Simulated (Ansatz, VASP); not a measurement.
## Two plane-wave programs on Te2Mo

Contents of INCAR:

```
PREC = Accurate
ENCUT = 520
EDIFF = 1E-6
ISMEAR = 0
SIGMA = 0.05
LREAL = False
LASPH = True
NELM = 100
ALGO = Normal
ISIF = 2
LWAVE = False
LCHARG = False
GGA = PE
IVDW = 12
NBANDS = 35
```

KPOINTS

```
Automatic mesh
0
Gamma
  12 12 2
```

POSCAR

```
Te2Mo
1.0
    3.3390630979      0.0000000000      0.0000000000
   -1.6695315489      2.8917134677      0.0000000000
    0.0000000000      0.0000000000     13.7008448353
Te Mo
4 2
Direct
    0.3333333333      0.6666666667      0.6173401526
    0.6666666667      0.3333333333      0.1173401526
    0.3333333333      0.6666666667      0.8826598474
    0.6666666667      0.3333333333      0.3826598474
    0.3333333333      0.6666666667      0.2500000000
    0.6666666667      0.3333333333      0.7500000000
```

Input for Ansatz:

```yaml
crystal:
  lattice:
    - [3.3390630979, 0.0, 0.0]
    - [-1.6695315489, 2.8917134677, 0.0]
    - [0.0, 0.0, 13.7008448353]
  atoms:
    - { symbol: Te, position: [0.3333333333, 0.6666666667, 0.6173401526] }
    - { symbol: Te, position: [0.6666666667, 0.3333333333, 0.1173401526] }
    - { symbol: Te, position: [0.3333333333, 0.6666666667, 0.8826598474] }
    - { symbol: Te, position: [0.6666666667, 0.3333333333, 0.3826598474] }
    - { symbol: Mo, position: [0.3333333333, 0.6666666667, 0.25] }
    - { symbol: Mo, position: [0.6666666667, 0.3333333333, 0.75] }
basis:
  ecutwfc: 420
kpoints:
  mp_grid: { grid: [12, 12, 2] }
hamiltonian:
  xc: pbe
  dispersion: d3bj
scf:
  occupations: { method: gaussian, width: 0.05 }
output:
  forces: true
  stress: true
  eigenvalues: true
```

Change from the starting cell: strain -0.0450 x Voigt [1, 1, 0, 0, 0, 0], atoms carried along.

Alike in both runs: task single point; functional PBE; dispersion D3(BJ); k mesh 12 × 12 × 2; occupations gaussian, width 0.05 eV; no spin polarisation.

|  | VASP | Ansatz |
| --- | --- | --- |
| version | VASP 6.6.1 | Ansatz 0.2.0 |
| potentials or method | VASP PAW PBE potentials, release 64 (Te, Mo_sv), cutoff 520 eV | scalar-relativistic, plane waves, PAW |
| valence electrons in the cell | 52 | 92 |

VASP gave:

```
gap on the k mesh at the Fermi level (eV)                     : 0.49
least direct gap on the mesh (eV)                             : 0.87
pressure (GPa)                                                : 10.9
traceless stress, the component that is largest in VASP (GPa) : -2.20
rms of the force components (eV/Å)                            : 0.445
```

Problem. What did Ansatz give for the same quantities?

Solution. gap on the k mesh at the Fermi level (eV): 0.49; least direct gap on the mesh (eV): 0.86; pressure (GPa): 10.9; traceless stress, the component that is largest in VASP (GPa): -2.26; rms of the force components (eV/Å): 0.438.

Atom by atom the forces differ by 0.007 eV/Å (rms over components). VASP's potentials hold 52 valence electrons a cell and Ansatz's 92, so a difference there can come from the potentials and not from the codes.

Neither program's run includes spin-orbit coupling.
